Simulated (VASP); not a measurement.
# TiC (WC type) (P-6m2) in VASP: a series of runs

TiC (WC type) is run at these levels: PBE; tasks: single point.

Program: VASP 6.6.1. These are calculated values, not measurements. Logs are shortened: lines on timing, memory, paths and dates and some standing lists are left out, and cuts for length are marked.

**1. The cell of the first run**

Symmetry: P-6m2, No. 187, hexagonal system. Conventional cell: a = 2.725 Å, b = 2.725 Å, c = 2.547 Å, α = 90.00°, β = 90.00°, γ = 120.00°. Within 2.7 Å of Ti (site symmetry -6m2) lie 6 C at 2.02 Å and 2 Ti at 2.55 Å. Within 2.7 Å of C (site symmetry -6m2) lie 6 Ti at 2.02 Å and 2 C at 2.55 Å.

**2. Single point, PBE**

INCAR

```
SYSTEM = TiC
  ALGO = Normal
  EDIFF = 1E-6
  ENCUT = 520
  GGA = PE
  ISIF = 2
  ISMEAR = -1
  LASPH = .True.
  LCHARG = .True.
  LELF = .True.
  LREAL = .False.
  LVHAR = .True.
  LWAVE = .False.
  NBANDS = 15
  NELM = 100
  PREC = Accurate
  SIGMA = 0.05
```

KPOINTS

```
k-points
0
Gamma
  17 17 15
  0 0 0
```

POSCAR

```
TiC
1.0
    2.7248153310      0.0000000000      0.0000000000
   -1.3624076655      2.3597592973      0.0000000000
    0.0000000000      0.0000000000      2.5465755620
Ti C
1 1
Direct
    0.0000000000      0.0000000000      0.0000000000
    0.3333333333      0.6666666667      0.5000000000
```

Potentials or basis: VASP PAW PBE potentials, release 64 (Ti_sv, C).

Command:

```console
> cat potpaw_PBE.64/Ti_sv/POTCAR potpaw_PBE.64/C/POTCAR > POTCAR
> mpirun -np 1 vasp_std > vasp.out
```

OUTCAR:

```text
SYSTEM = TiC
   EDIFF = 1E-6
   ENCUT = 520
   GGA = PE
   ISIF = 2
   ISMEAR = -1
   LASPH = .True.
   LREAL = .False.
   NELM = 100
   PREC = Accurate

 ion  position               nearest neighbor table
   1  0.000  0.000  0.000-   2 2.02   2 2.02   2 2.02   2 2.02   2 2.02   2 2.02
   2  0.333  0.667  0.500-   1 2.02   1 2.02   1 2.02   1 2.02   1 2.02   1 2.02

  LATTYP: Found a hexagonal cell.
 ALAT       =     2.7248153310
 C/A-ratio  =     0.9345864775

  Lattice vectors:

 A1 = (   2.7248153310,   0.0000000000,   0.0000000000)
 A2 = (  -1.3624076655,   2.3597592973,   0.0000000000)
 A3 = (   0.0000000000,   0.0000000000,   2.5465755620)

Analysis of symmetry for initial positions (statically):
=====================================================================
 Subroutine PRICEL returns:
 Original cell was already a primitive cell.

 Routine SETGRP: Setting up the symmetry group for a
 hexagonal supercell.

 Subroutine GETGRP returns: Found 12 space group operations
 (whereof 12 operations were pure point group operations)
 out of a pool of 24 trial point group operations.

The static configuration has the point symmetry D_3h.

Analysis of symmetry for dynamics (positions and initial velocities):
=====================================================================
 Subroutine PRICEL returns:
 Original cell was already a primitive cell.

 Routine SETGRP: Setting up the symmetry group for a
 hexagonal supercell.

 Subroutine GETGRP returns: Found 12 space group operations
 (whereof 12 operations were pure point group operations)
 out of a pool of 24 trial point group operations.

The dynamic configuration has the point symmetry D_3h.

 Subroutine INISYM returns: Found 12 space group operations
 (whereof 12 operations are pure point group operations),
 and found     1 'primitive' translations

----------------------------------------------------------------------------------------

                                     Primitive cell

  volume of cell :      16.3742

  direct lattice vectors                    reciprocal lattice vectors
     2.724815331  0.000000000  0.000000000     0.366997348  0.211886018  0.000000000
    -1.362407665  2.359759297  0.000000000     0.000000000  0.423772035  0.000000000
     0.000000000  0.000000000  2.546575562     0.000000000  0.000000000  0.392684205

  length of vectors
     2.724815331  2.724815331  2.546575562     0.423772035  0.423772035  0.392684205

  position of ions in fractional coordinates (direct lattice)
     0.000000000  0.000000000  0.000000000
     0.333333333  0.666666667  0.500000000

  ion indices of the primitive-cell ions
   primitive index   ion index
                 1           1
                 2           2

----------------------------------------------------------------------------------------

 KPOINTS: k-points

Automatic generation of k-mesh.
 Grid dimensions read from file:
 generate k-points for:   17   17   15

 Generating k-lattice:

  Cartesian coordinates                     Fractional coordinates (reciprocal lattice)
     0.021588079  0.012463883  0.000000000     0.058823529  0.000000000  0.000000000
     0.000000000  0.024927767  0.000000000     0.000000000  0.058823529  0.000000000
     0.000000000  0.000000000  0.026178947     0.000000000  0.000000000  0.066666667

  Length of vectors
     0.024927767  0.024927767  0.026178947

  Shift w.r.t. Gamma in fractional coordinates (k-lattice)
     0.000000000  0.000000000  0.000000000

 Subroutine IBZKPT returns following result:
 ===========================================

 Found    264 irreducible k-points:

 Following reciprocal coordinates:
            Coordinates               Weight
  0.000000  0.000000  0.000000      1.000000
  0.058824 -0.000000  0.000000      6.000000
  0.117647  0.000000  0.000000      6.000000
  0.176471  0.000000  0.000000      6.000000
  0.235294  0.000000  0.000000      6.000000
  0.294118  0.000000  0.000000      6.000000
[... 16 lines left out ...]
  0.411765  0.117647  0.000000     12.000000
  0.176471  0.176471  0.000000      6.000000
 [... further k-points ...]
   k-points           NKPTS =    264   k-points in BZ     NKDIM =    264   number of bands    NBANDS=     15
   number of dos      NEDOS =    301   number of ions     NIONS =      2
   total plane-waves  NPLWV =   8000
   dimension x,y,z NGX =    20 NGY =   20 NGZ =   20
   dimension x,y,z NGXF=    40 NGYF=   40 NGZF=   40
   ions per type =               1   1
   NGX,Y,Z   is equivalent  to a cutoff of  12.20, 12.20, 13.06 a.u.
   NGXF,Y,Z  is equivalent  to a cutoff of  24.40, 24.40, 26.11 a.u.
 SYSTEM =  TiC
   PREC   = accura    normal or accurate (medium, high low for compatibility)
   ISTART =      0    job   : 0-new  1-cont  2-samecut
   ICHARG =      2    charge: 1-file 2-atom 10-const
   ISPIN  =      1    spin polarized calculation?
   LNONCOLLINEAR =      F non collinear calculations
   LSORBIT =      F    spin-orbit coupling
   LASPH  =      T    aspherical Exc in radial PAW
   ENCUT  =  520.0 eV  38.22 Ry    6.18 a.u.   5.07  5.07  4.73*2*pi/ulx,y,z
   NELM   =    100;   NELMIN=  2; NELMDL= -5     # of ELM steps
   EDIFF  = 0.1E-05   stopping-criterion for ELM
   LREAL  =      F    real-space projection
   EDIFFG = 0.1E-04   stopping-criterion for IOM
   NSW    =      0    number of steps for IOM
   IBRION =     -1    ionic relax: 0-MD 1-quasi-New 2-CG
   NFREE  =      0    steps in history (QN), initial steepest desc. (CG)
   ISIF   =      2    stress and relaxation
   ISYM   =      2    0-nonsym 1-usesym 2-fastsym
   POTIM  = 0.5000    time-step for ionic-motion
   TEBEG  =    0.0;   TEEND  =   0.0 temperature during run
   PSTRESS=    0.0 pullay stress
   NELECT =      16.0000    total number of electrons
   NUPDOWN=      -1.0000    fix difference up-down
   EMIN   =  10.00;   EMAX   =-10.00  energy-range for DOS
   EFERMI =   0.00;   METHOD = LEGACY
   ISMEAR =    -1;   SIGMA  =   0.05  broadening in eV -4-tet -1-fermi 0-gaus
   EFERMI_NEDOS =   21; number of points for ismear=-14 and -15
   IALGO  =     38    algorithm
   IMIX   =      4    mixing-type and parameters
     AMIX     =   0.40;   BMIX     =  1.00
     AMIX_MAG =   1.60;   BMIX_MAG =  1.00
  volume/ion in A,a.u.               =       8.19        55.25
  Fermi-wavevector in a.u.,A,eV,Ry     =   1.624530  3.069916 35.907100  2.639097
  Thomas-Fermi vector in A             =   2.717802
   LORBIT       =      0    0 simple, 1 ext, 2 COOP (PROOUT), +10 PAW based schemes
   GGA     = PE    functional components
   LHFCALC =     F    Hartree Fock is set to
   AEXX    =    0.0000 exact exchange contribution
   IVDW    =     0    specifies the selected vdW correction
   LEPSILON=     F    determine dielectric tensor
   LRPA    =     F    only Hartree local field effects (RPA)
 non-spin polarized calculation
  energy-cutoff  :      520.00
  volume of cell :       16.37
 maximum number of plane-waves:       454
   NGX = 11   NGY = 11   NGZ =  9

 number of electron      16.0000000 magnetization

 Free energy of the ion-electron system (eV)
  ---------------------------------------------------
  ext. energy  EPLUGINS =         0.00000000
  ---------------------------------------------------
  free energy    TOTEN  =       -16.03986983 eV

  energy without entropy =      -16.03782712  energy(sigma->0) =      -16.03884848

 E-fermi :  11.9164     XC(G=0): -13.7749

 val. band max:       11.9063904698   @ k =   0.2353   0.0588   0.0000
 cond. band min:      11.9286629160   @ k =   0.2941   0.2941   0.4667
 fundamental gap:      0.0222724461
 Fermi energy:        11.9163652283

 k-point     1 :       0.0000    0.0000    0.0000
  band No.  band energies     occupation
      1     -43.8187      2.00000
      2     -19.6801      2.00000
      3     -19.6801      2.00000
      4     -19.3102      2.00000
      5      -1.1694      2.00000
      6      10.2351      2.00000
      7      10.2351      2.00000
      8      10.4257      2.00000
      9      14.4796      0.00000
     10      16.5962      0.00000
     11      16.5962      0.00000
     12      19.6110      0.00000
     13      19.6110      0.00000
     14      22.3613      0.00000
     15      30.7729      0.00000

 k-point     2 :       0.0588   -0.0000    0.0000
  band No.  band energies     occupation
      1     -43.8118      2.00000
      2     -19.7233      2.00000
      3     -19.6891      2.00000
      4     -19.3047      2.00000
      5      -1.0738      2.00000
      6       9.9886      2.00000
      7      10.3106      2.00000
      8      10.5648      2.00000
      9      14.1529      0.00000
     10      16.5763      0.00000
     11      16.9525      0.00000
     12      19.4645      0.00000
     13      19.5152      0.00000
     14      22.6155      0.00000
     15      30.3852      0.00000

 k-point     3 :       0.1176    0.0000    0.0000
  band No.  band energies     occupation
      1     -43.7920      2.00000
      2     -19.8460      2.00000
      3     -19.7150      2.00000
      4     -19.2887      2.00000
      5      -0.7961      2.00000
      6       9.5050      2.00000
      7      10.5311      2.00000
      8      10.7627      2.00000
      9      13.5060      0.00000
     10      16.5196      0.00000
     11      17.6806      0.00000
     12      19.0645      0.00000
     13      19.2508      0.00000
     14      23.3082      0.00000
     15      29.8761      0.00000

 k-point     4 :       0.1765    0.0000    0.0000
  band No.  band energies     occupation
      1     -43.7619      2.00000
      2     -20.0283      2.00000
      3     -19.7539      2.00000
      4     -19.2643      2.00000
      5      -0.3617      2.00000
      6       8.8930      2.00000
      7      10.8779      2.00000
      8      10.9791      2.00000
      9      12.8283      0.00000
     10      16.4349      0.00000
     11      18.4702      0.00000
     12      18.5256      0.00000
     13      18.8731      0.00000
     14      24.2519      0.00000
     15      29.5377      0.00000
[... 307 lines left out ...]
 k-point    22 :       0.3529    0.1176    0.0000
  band No.  band energies     occupation
      1     -43.6186      2.00000
      2     -20.7533      2.00000
      3     -20.0190      2.00000
      4     -19.1495      2.00000
      5       2.1098      2.00000
      6       6.7921      2.00000
      7      10.5275      2.00000
      8      11.0282      2.00000
      9      13.0157      0.00000
     10      15.7214      0.00000
     11      16.8688      0.00000
     12      17.7097      0.00000
     13      20.9279      0.00000
     14      26.4430      0.00000
     15      30.1361      0.00000

 k-point    23 :       0.4118    0.1176    0.0000
  band No.  band energies     occupation
      1     -43.6055      2.00000
      2     -20.8164      2.00000
      3     -20.0421      2.00000
      4     -19.1390      2.00000
      5       2.4064      2.00000
      6       6.6081      2.00000
      7      10.3497      2.00000
      8      10.9089      2.00000
      9      13.2784      0.00000
     10      15.6603      0.00000
     11      16.7806      0.00000
     12      17.6622      0.00000
     13      21.0790      0.00000
     14      26.3747      0.00000
     15      30.2355      0.00000

 k-point    24 :       0.1765    0.1765    0.0000
  band No.  band energies     occupation
      1     -43.6785      2.00000
      2     -20.4369      2.00000
      3     -19.9348      2.00000
      4     -19.1974      2.00000
      5       0.9619      2.00000
      6       7.6614      2.00000
      7      10.9214      2.00000
      8      11.6635      1.98736
      9      12.0347      0.17134
     10      15.9300      0.00000
     11      17.3005      0.00000
     12      18.0791      0.00000
     13      20.1710      0.00000
     14      26.4307      0.00000
     15      29.2178      0.00000

 [... further k-points ...]

------------------------ aborting loop because EDIFF is reached ----------------------------------------

  FORCE on cell =-STRESS in cart. coord.  units (eV):
  Direction    XX          YY          ZZ          XY          YZ          ZX
  --------------------------------------------------------------------------------------
  -------------------------------------------------------------------------------------
  Total       10.1837858     10.1837858     10.1832317      0.0000000      0.0000000     -0.0000000
  in kB      996.4568351    996.4568351    996.4026168      0.0000000      0.0000000     -0.0000000
  external PRESSURE =     996.4387623 kB  Pullay stress =       0.0000000 kB

 VOLUME and BASIS-vectors are now :
 -----------------------------------------------------------------------------
  energy-cutoff  :      520.00
  volume of cell :       16.37
      direct lattice vectors                 reciprocal lattice vectors
     2.724815331  0.000000000  0.000000000     0.366997348  0.211886018  0.000000000
    -1.362407665  2.359759297  0.000000000     0.000000000  0.423772035  0.000000000
     0.000000000  0.000000000  2.546575562     0.000000000  0.000000000  0.392684205

 POSITION                                       TOTAL-FORCE (eV/Angst)
 -----------------------------------------------------------------------------------
      0.00000      0.00000      0.00000        -0.000000      0.000000      0.000000
     -0.00000      1.57317      1.27329         0.000000      0.000000      0.000000
 -----------------------------------------------------------------------------------
    total drift:                                0.000001     -0.000000      0.000000

  FREE ENERGIE OF THE ION-ELECTRON SYSTEM (eV)
  ---------------------------------------------------
  free  energy   TOTEN  =       -16.0398698288 eV

  energy  without entropy=      -16.0378271240  energy(sigma->0) =      -16.03884848
```

Wall time 37 s (1 thread of Intel Xeon Platinum 8488C (Sapphire Rapids), shared host); peak memory 0.18 GiB.

What came out:

| Property | Result |
| --- | --- |
| Free energy | -16.0399 eV |
| Pressure | 99.6 GPa |
| Band gap on the k mesh | zero (band 8 reaches 12.01 eV, above the bottom of band 9 at 11.78 eV) |

**3. Single point, PBE**

INCAR

```
PREC = Accurate
ENCUT = 520
EDIFF = 1E-6
ISMEAR = -1
SIGMA = 0.05
LREAL = F
LASPH = T
NELM = 100
ALGO = Normal
ISIF = 2
LWAVE = F
LCHARG = F
GGA = PE
NBANDS = 15
```

KPOINTS

```
regular mesh
0
Gamma
  17 17 15
```

POSCAR

```
TiC
1.0
    2.7249923509      0.0000000000      0.0000000000
   -1.3624961754      2.3599126010      0.0000000000
    0.0000000000      0.0000000000      2.5466554176
Ti C
1 1
Direct
    0.0000000000      0.0000000000      0.0000000000
    0.3333333333      0.6666666667      0.5000000000
```

Potentials or basis: VASP PAW PBE potentials, release 64 (Ti_sv, C).

Command:

```console
> cat potpaw_PBE.64/Ti_sv/POTCAR potpaw_PBE.64/C/POTCAR > POTCAR
> mpirun -np 1 vasp_std > vasp.out
```

Wall time 36 s (1 thread of Intel Xeon Platinum 8488C (Sapphire Rapids), shared host); peak memory 0.17 GiB.

Results (log left out):

```
Free energy            : -16.0415 eV
Pressure               : 99.6 GPa
Band gap on the k mesh : zero (band 8 reaches 12.00 eV, above the bottom of band 9 at 11.78 eV)
```

Levels at points of the mesh, in eV from the Fermi level:
```csv
k point,band 4,band 5,band 6,band 7,band 8,band 9,band 10,band 11,band 12,band 13
"(0.00, 0.00, 0.00)",-31.23,-13.09,-1.68,-1.68,-1.49,2.56,4.68,4.68,7.69,7.69
```
